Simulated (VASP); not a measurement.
# AlN (P6_3mc) in VASP: a series of runs

The runs below take AlN through single point, relaxation of shape and atoms at fixed volume, with PBE.

Everything below comes from runs of VASP 6.6.1. Logs are shortened: lines on timing, memory, paths and dates and some standing lists are left out, and cuts for length are marked.

### 1 The cell of the first run

Symmetry: P6_3mc, No. 186, hexagonal system. Conventional cell: a = 3.169 Å, b = 3.169 Å, c = 5.091 Å, α = 90.00°, β = 90.00°, γ = 120.00°. Within 2.6 Å of Al (site symmetry 3m) lie 4 N at 1.93 to 1.94 Å. Within 2.6 Å of N (site symmetry 3m) lie 4 Al at 1.93 to 1.94 Å.

### 2 Single point, PBE (volume scaled by 1.040)

INCAR reads:

```
  PREC = Accurate
  ENCUT = 520
  EDIFF = 1E-6
  ISMEAR = 0
  SIGMA = 0.05
  LREAL = False
  LASPH = True
  NELM = 100
  ALGO = Normal
  ISIF = 2
  LWAVE = False
  LCHARG = True
  GGA = PE
  LELF = True
  LVHAR = True
  NBANDS = 16
```

KPOINTS reads:

```
Automatic mesh
0
Gamma
  10 10 6
```

POSCAR reads:

```
AlN
1.0
    3.1693567991      0.0000000000      0.0000000000
   -1.5846783995      2.7447435017      0.0000000000
    0.0000000000      0.0000000000      5.0906667989
Al N
2 2
Direct
    0.3333333333      0.6666666667     -0.0005513401
    0.6666666667      0.3333333333      0.4994486599
    0.3333333333      0.6666666667      0.3805513401
    0.6666666667      0.3333333333      0.8805513401
```

Potentials or basis: VASP PAW PBE potentials, release 64 (Al, N).

Run with:

```sh
$ cat potpaw_PBE.64/Al/POTCAR potpaw_PBE.64/N/POTCAR > POTCAR
$ mpirun -np 1 vasp_std > vasp.out
```

OUTCAR:

```text
PREC = Accurate
   ENCUT = 520
   EDIFF = 1E-6
   ISMEAR = 0
   LREAL = False
   LASPH = True
   NELM = 100
   ISIF = 2
   GGA = PE

 ion  position               nearest neighbor table
   1  0.333  0.667  0.999-   4 1.93   4 1.93   4 1.93   3 1.94   2 3.13   2 3.13   2 3.13   2 3.13
                             2 3.13   2 3.13
   2  0.667  0.333  0.499-   3 1.93   3 1.93   3 1.93   4 1.94   1 3.13   1 3.13   1 3.13   1 3.13
                             1 3.13   1 3.13
   3  0.333  0.667  0.381-   2 1.93   2 1.93   2 1.93   1 1.94
   4  0.667  0.333  0.881-   1 1.93   1 1.93   1 1.93   2 1.94

  LATTYP: Found a hexagonal cell.
 ALAT       =     3.1693567991
 C/A-ratio  =     1.6062144850

  Lattice vectors:

 A1 = (   3.1693567991,   0.0000000000,   0.0000000000)
 A2 = (  -1.5846783995,   2.7447435017,   0.0000000000)
 A3 = (   0.0000000000,   0.0000000000,   5.0906667989)

Analysis of symmetry for initial positions (statically):
=====================================================================
 Subroutine PRICEL returns:
 Original cell was already a primitive cell.

 Routine SETGRP: Setting up the symmetry group for a
 hexagonal supercell.

 Subroutine GETGRP returns: Found 12 space group operations
 (whereof  6 operations were pure point group operations)
 out of a pool of 24 trial point group operations.

The static configuration has the point symmetry C_3v.
 The point group associated with its full space group is C_6v.

Analysis of symmetry for dynamics (positions and initial velocities):
=====================================================================
 Subroutine PRICEL returns:
 Original cell was already a primitive cell.

 Routine SETGRP: Setting up the symmetry group for a
 hexagonal supercell.

 Subroutine GETGRP returns: Found 12 space group operations
 (whereof  6 operations were pure point group operations)
 out of a pool of 24 trial point group operations.

The dynamic configuration has the point symmetry C_3v.
 The point group associated with its full space group is C_6v.

 Subroutine INISYM returns: Found 12 space group operations
 (whereof  6 operations are pure point group operations),
 and found     1 'primitive' translations

----------------------------------------------------------------------------------------

                                     Primitive cell

  volume of cell :      44.2841

  direct lattice vectors                    reciprocal lattice vectors
     3.169356799  0.000000000  0.000000000     0.315521433  0.182166384  0.000000000
    -1.584678400  2.744743502  0.000000000     0.000000000  0.364332769  0.000000000
     0.000000000  0.000000000  5.090666799     0.000000000  0.000000000  0.196437921

  length of vectors
     3.169356799  3.169356799  5.090666799     0.364332769  0.364332769  0.196437921

  position of ions in fractional coordinates (direct lattice)
     0.333333333  0.666666667  0.999448660
     0.666666667  0.333333333  0.499448660
     0.333333333  0.666666667  0.380551340
     0.666666667  0.333333333  0.880551340

  ion indices of the primitive-cell ions
   primitive index   ion index
                 1           1
                 2           2
                 3           3
                 4           4

----------------------------------------------------------------------------------------

 KPOINTS: Automatic mesh

Automatic generation of k-mesh.
 Grid dimensions read from file:
 generate k-points for:   10   10    6

 Generating k-lattice:

  Cartesian coordinates                     Fractional coordinates (reciprocal lattice)
     0.031552143  0.018216638  0.000000000     0.100000000  0.000000000  0.000000000
     0.000000000  0.036433277  0.000000000     0.000000000  0.100000000  0.000000000
     0.000000000  0.000000000  0.032739653     0.000000000  0.000000000  0.166666667

  Length of vectors
     0.036433277  0.036433277  0.032739653

  Shift w.r.t. Gamma in fractional coordinates (k-lattice)
     0.000000000  0.000000000  0.000000000

 Subroutine IBZKPT returns following result:
 ===========================================

 Found     56 irreducible k-points:

 Following reciprocal coordinates:
            Coordinates               Weight
  0.000000  0.000000  0.000000      1.000000
  0.100000  0.000000  0.000000      6.000000
  0.200000  0.000000  0.000000      6.000000
  0.300000 -0.000000  0.000000      6.000000
  0.400000  0.000000  0.000000      6.000000
  0.500000 -0.000000  0.000000      3.000000
[... 16 lines left out ...]
  0.300000  0.100000  0.166667     24.000000
  0.400000  0.100000  0.166667     24.000000
 [... further k-points ...]
   k-points           NKPTS =     56   k-points in BZ     NKDIM =     56   number of bands    NBANDS=     16
   number of dos      NEDOS =    301   number of ions     NIONS =      4
   total plane-waves  NPLWV =  23040
   dimension x,y,z NGX =    24 NGY =   24 NGZ =   40
   dimension x,y,z NGXF=    48 NGYF=   48 NGZF=   80
   ions per type =               2   2
   NGX,Y,Z   is equivalent  to a cutoff of  12.59, 12.59, 13.06 a.u.
   NGXF,Y,Z  is equivalent  to a cutoff of  25.18, 25.18, 26.13 a.u.
 SYSTEM =  unknown system
   PREC   = accura    normal or accurate (medium, high low for compatibility)
   ISTART =      0    job   : 0-new  1-cont  2-samecut
   ICHARG =      2    charge: 1-file 2-atom 10-const
   ISPIN  =      1    spin polarized calculation?
   LNONCOLLINEAR =      F non collinear calculations
   LSORBIT =      F    spin-orbit coupling
   LASPH  =      T    aspherical Exc in radial PAW
   ENCUT  =  520.0 eV  38.22 Ry    6.18 a.u.   5.89  5.89  9.47*2*pi/ulx,y,z
   NELM   =    100;   NELMIN=  2; NELMDL= -5     # of ELM steps
   EDIFF  = 0.1E-05   stopping-criterion for ELM
   LREAL  =      F    real-space projection
   EDIFFG = 0.1E-04   stopping-criterion for IOM
   NSW    =      0    number of steps for IOM
   IBRION =     -1    ionic relax: 0-MD 1-quasi-New 2-CG
   NFREE  =      0    steps in history (QN), initial steepest desc. (CG)
   ISIF   =      2    stress and relaxation
   ISYM   =      2    0-nonsym 1-usesym 2-fastsym
   POTIM  = 0.5000    time-step for ionic-motion
   TEBEG  =    0.0;   TEEND  =   0.0 temperature during run
   PSTRESS=    0.0 pullay stress
   NELECT =      16.0000    total number of electrons
   NUPDOWN=      -1.0000    fix difference up-down
   EMIN   =  10.00;   EMAX   =-10.00  energy-range for DOS
   EFERMI =   0.00;   METHOD = LEGACY
   ISMEAR =     0;   SIGMA  =   0.05  broadening in eV -4-tet -1-fermi 0-gaus
   EFERMI_NEDOS =   21; number of points for ismear=-14 and -15
   IALGO  =     38    algorithm
   IMIX   =      4    mixing-type and parameters
     AMIX     =   0.40;   BMIX     =  1.00
     AMIX_MAG =   1.60;   BMIX_MAG =  1.00
  volume/ion in A,a.u.               =      11.07        74.71
  Fermi-wavevector in a.u.,A,eV,Ry     =   1.166001  2.203423 18.497918  1.359559
  Thomas-Fermi vector in A             =   2.302520
   LORBIT       =      0    0 simple, 1 ext, 2 COOP (PROOUT), +10 PAW based schemes
   GGA     = PE    functional components
   LHFCALC =     F    Hartree Fock is set to
   AEXX    =    0.0000 exact exchange contribution
   IVDW    =     0    specifies the selected vdW correction
   LEPSILON=     F    determine dielectric tensor
   LRPA    =     F    only Hartree local field effects (RPA)
 non-spin polarized calculation
 Gauss-broadening in eV      SIGMA  =   0.05
  energy-cutoff  :      520.00
  volume of cell :       44.28
 maximum number of plane-waves:      1208
 NGX is ok and might be reduce to    24
   NGX = 11   NGY = 11   NGZ = 19

 number of electron      16.0000002 magnetization

 Free energy of the ion-electron system (eV)
  ---------------------------------------------------
  ext. energy  EPLUGINS =         0.00000000
  ---------------------------------------------------
  free energy    TOTEN  =       -29.74006500 eV

  energy without entropy =      -29.74006500  energy(sigma->0) =      -29.74006500

 E-fermi :   5.7874     XC(G=0): -10.6585

 val. band max:        5.5863203544   @ k =   0.0000   0.0000   0.0000
 cond. band min:       9.3020462608   @ k =   0.0000   0.0000   0.0000
 fundamental gap:      3.7157259064
 Fermi energy:         5.7874293925

 k-point     1 :       0.0000    0.0000    0.0000
  band No.  band energies     occupation
      1      -9.2399      2.00000
      2      -7.2813      2.00000
      3      -0.1426      2.00000
      4       4.7816      2.00000
      5       4.7816      2.00000
      6       5.4092      2.00000
[... 8 lines left out ...]
     15      18.2051      0.00000
     16      18.2051      0.00000

 k-point     2 :       0.1000    0.0000    0.0000
  band No.  band energies     occupation
      1      -9.1210      2.00000
      2      -7.2148      2.00000
      3       0.0022      2.00000
      4       4.2172      2.00000
      5       4.6269      2.00000
      6       4.8323      2.00000
[... 8 lines left out ...]
     15      18.1508      0.00000
     16      18.2883      0.00000

 k-point     3 :       0.2000    0.0000    0.0000
  band No.  band energies     occupation
      1      -8.7805      2.00000
      2      -7.0414      2.00000
      3       0.4249      2.00000
      4       2.9532      2.00000
      5       3.7441      2.00000
      6       4.2880      2.00000
[... 8 lines left out ...]
     15      17.3506      0.00000
     16      18.0006      0.00000

 k-point     4 :       0.3000   -0.0000    0.0000
  band No.  band energies     occupation
      1      -8.2747      2.00000
      2      -6.8455      2.00000
      3       1.0777      2.00000
      4       1.6584      2.00000
      5       2.6710      2.00000
      6       3.9406      2.00000
[... 8 lines left out ...]
     15      17.0586      0.00000
     16      19.0511      0.00000
[... 324 lines left out ...]
 k-point    22 :       0.2000    0.1000    0.1667
  band No.  band energies     occupation
      1      -8.3808      2.00000
      2      -7.0390      2.00000
      3       0.9260      2.00000
      4       2.4091      2.00000
      5       2.8486      2.00000
      6       4.0144      2.00000
[... 8 lines left out ...]
     15      17.4300      0.00000
     16      18.8082      0.00000

 k-point    23 :       0.3000    0.1000    0.1667
  band No.  band energies     occupation
      1      -7.8586      2.00000
      2      -6.8498      2.00000
      3       0.8869      2.00000
      4       1.6739      2.00000
      5       2.4199      2.00000
      6       3.5661      2.00000
[... 8 lines left out ...]
     15      17.4244      0.00000
     16      19.4097      0.00000

 k-point    24 :       0.4000    0.1000    0.1667
  band No.  band energies     occupation
      1      -7.4108      2.00000
      2      -6.8093      2.00000
      3       0.4086      2.00000
      4       1.3451      2.00000
      5       2.6617      2.00000
      6       3.4028      2.00000
[... 8 lines left out ...]
     15      17.7536      0.00000
     16      19.8399      0.00000

 [... further k-points ...]

------------------------ aborting loop because EDIFF is reached ----------------------------------------

  FORCE on cell =-STRESS in cart. coord.  units (eV):
  Direction    XX          YY          ZZ          XY          YZ          ZX
  --------------------------------------------------------------------------------------
  -------------------------------------------------------------------------------------
  Total       -2.0127670     -2.0127670     -1.9951161     -0.0000000      0.0000000      0.0000000
  in kB      -72.8209783    -72.8209784    -72.1823763     -0.0000000      0.0000000      0.0000000
  external PRESSURE =     -72.6081110 kB  Pullay stress =       0.0000000 kB

 VOLUME and BASIS-vectors are now :
 -----------------------------------------------------------------------------
  energy-cutoff  :      520.00
  volume of cell :       44.28
      direct lattice vectors                 reciprocal lattice vectors
     3.169356799  0.000000000  0.000000000     0.315521433  0.182166384  0.000000000
    -1.584678400  2.744743502  0.000000000     0.000000000  0.364332769  0.000000000
     0.000000000  0.000000000  5.090666799     0.000000000  0.000000000  0.196437921

 POSITION                                       TOTAL-FORCE (eV/Angst)
 -----------------------------------------------------------------------------------
     -0.00000      1.82983      5.08786        -0.000000      0.000000      0.006657
      1.58468      0.91491      2.54253         0.000000     -0.000000      0.006657
     -0.00000      1.82983      1.93726        -0.000000     -0.000000     -0.006657
      1.58468      0.91491      4.48259         0.000000      0.000000     -0.006657
 -----------------------------------------------------------------------------------
    total drift:                               -0.000000      0.000000      0.000155

  FREE ENERGIE OF THE ION-ELECTRON SYSTEM (eV)
  ---------------------------------------------------
  free  energy   TOTEN  =       -29.7400649972 eV

  energy  without entropy=      -29.7400649972  energy(sigma->0) =      -29.74006500
```

It took 22 s on 1 thread of Intel Xeon Platinum 8375C at 2.90GHz (Ice Lake), shared host; peak memory 0.17 GiB.

What came out:

* Free energy: -29.7401 eV
* Pressure: -7.3 GPa
* Largest force: 0.007 eV/Å
* Band gap on the k mesh: 3.72 eV, direct

Forces in eV/Å, atoms in the order of the input:
```
Al   0.000  0.000  0.007
Al   0.000  0.000  0.007
N    0.000  0.000 -0.007
N    0.000  0.000 -0.007
```

(Part 1 of 2 ends here.)
